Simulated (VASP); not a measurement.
Na3OF:

```xyz
5
Lattice="4.3468 0.0000 0.0000 0.0000 4.3468 0.0000 0.0000 0.0000 4.3468" Properties=species:S:1:pos:R:3 pbc="T T T"
F     0.0000    0.0000    0.0000
O     2.1734    2.1734    2.1734
Na    2.1734    2.1734    0.0000
Na    2.1734    0.0000    2.1734
Na    0.0000    2.1734    2.1734
```

Base run:

```yaml
Program: VASP 6.6.1
Functional: r2SCAN
Potentials_or_basis: VASP PAW PBE potentials, release 64 (F, O, Na_pv)
Cutoff: 520 eV
k_mesh: 6 × 6 × 6
Occupations: gaussian, width 0.01 eV
Spin: no spin polarisation
```

Its results: band gap on the k mesh 2.43 eV; pressure -0.2 GPa.

Task: The run is repeated on the same cell with these changes: functional from r2SCAN to PBE. What comes out?

Result: Band gap on the k mesh 1.99 eV; pressure 1.7 GPa.

Caveats: the PAW data sets were made with another functional, which shifts forces and pressure a little (at least some runs).

A k mesh can miss the band edges.
